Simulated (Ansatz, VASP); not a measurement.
# Ge in VASP and in Ansatz

INCAR

```
SYSTEM = Ge
PREC = Accurate ; ENCUT = 520
EDIFF = 1E-6 ; ISMEAR = 0
SIGMA = 0.15 ; LREAL = .False.
LASPH = .True. ; NELM = 80
ALGO = Fast ; ISIF = 2
LWAVE = .False. ; LCHARG = .False.
GGA = PS ; NBANDS = 21
```

KPOINTS

```
Automatic mesh
0
Gamma
  20 20 20
  0 0 0
```

POSCAR

```
Ge
1.0
   -2.4958980000      2.5969774875      1.3375396375
    2.4958980000     -2.7047485125      1.5363543625
    2.4958980000      2.7047485125     -1.5363543625
Ge
2
Direct
    0.1859430000      0.9359430000      0.2500000000
    0.8140570000      0.0640570000      0.7500000000
```

Input for Ansatz:

```yaml
crystal:
  lattice:
    - [-2.495898, 2.5969774875, 1.3375396375]
    - [2.495898, -2.7047485125, 1.5363543625]
    - [2.495898, 2.7047485125, -1.5363543625]
  atoms:
    - { symbol: Ge, position: [0.185943, 0.935943, 0.25] }
    - { symbol: Ge, position: [0.814057, 0.064057, 0.75] }
basis:
  ecutwfc: 420
kpoints:
  mp_grid: { grid: [20, 20, 20] }
hamiltonian:
  xc: pbesol
scf:
  occupations: { method: gaussian, width: 0.15 }
output:
  forces: true
  stress: true
  eigenvalues: true
  write_density: true
  write_potential: true
  elf: true
  volumetric_format: npy
```

Change from the starting cell: strain -0.0750 x Voigt [0, 0, 0, 1, 0, 0], atoms carried along.

Alike in both runs: task single point; functional PBEsol; k mesh 20 × 20 × 20; occupations gaussian, width 0.15 eV; no spin polarisation.

```csv
,VASP,Ansatz
version,VASP 6.6.1,Ansatz 0.2.0
potentials or method,"VASP PAW PBE potentials, release 64 (Ge_d), cutoff 520 eV","scalar-relativistic, plane waves, PAW"
valence electrons in the cell,28,28
```

```tsv
	VASP	Ansatz	Ansatz less VASP
gap on the k mesh at the Fermi level (eV)	none	none	-
pressure (GPa)	-2.2	-2.3	-0.08
traceless stress, the component that is largest in VASP (GPa)	2.85	2.84	-0.003
rms of the force components (eV/Å)	0.033	0.033	-0.0002
```

VASP's potentials were made for PBE, not for PBEsol. Atom by atom the forces differ by 0.001 eV/Å (rms over components). A gap of «none» marks a metal or a gap that the smearing closes. With one functional, cell and mesh, what is left measures potentials, basis and numerics.
